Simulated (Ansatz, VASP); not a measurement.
# One calculation of PbSe, two programs

```
CELL_PARAMETERS angstrom
4.41489 0.00000 0.00000
-0.01031 4.41488 0.00000
-2.20229 -2.20744 12.00080
ATOMIC_POSITIONS crystal
Pb 0.80019 0.81455 0.61762
Pb 0.19270 0.19316 0.38156
Se 0.30011 0.31573 0.62204
Se 0.67685 0.71267 0.37681
```

Alike in both runs: task single point; functional LDA; k mesh 4 × 4 × 2; no spin polarisation.

|  | VASP | Ansatz |
| --- | --- | --- |
| version | VASP 6.6.1 | Ansatz 0.2.0 |
| potentials or method | VASP PAW LDA potentials, release 64 (Pb_d, Se) | plane waves, PAW |
| plane-wave cutoff (eV) | 500 | 420 |
| occupations | gaussian, width 0.01 eV | fixed |
| valence electrons in the cell | 40 | 60 |

VASP gave:

- gap on the k mesh at the Fermi level (eV): 1.46

Estimate Ansatz's values.

gap on the k mesh at the Fermi level (eV): 1.47.

LDA's correlation is that of Perdew and Zunger in VASP and of Perdew and Wang (1992) in Ansatz. VASP's potentials hold 40 valence electrons a cell and Ansatz's 60, so a difference there can come from the potentials and not from the codes.

Spin-orbit coupling is off throughout.
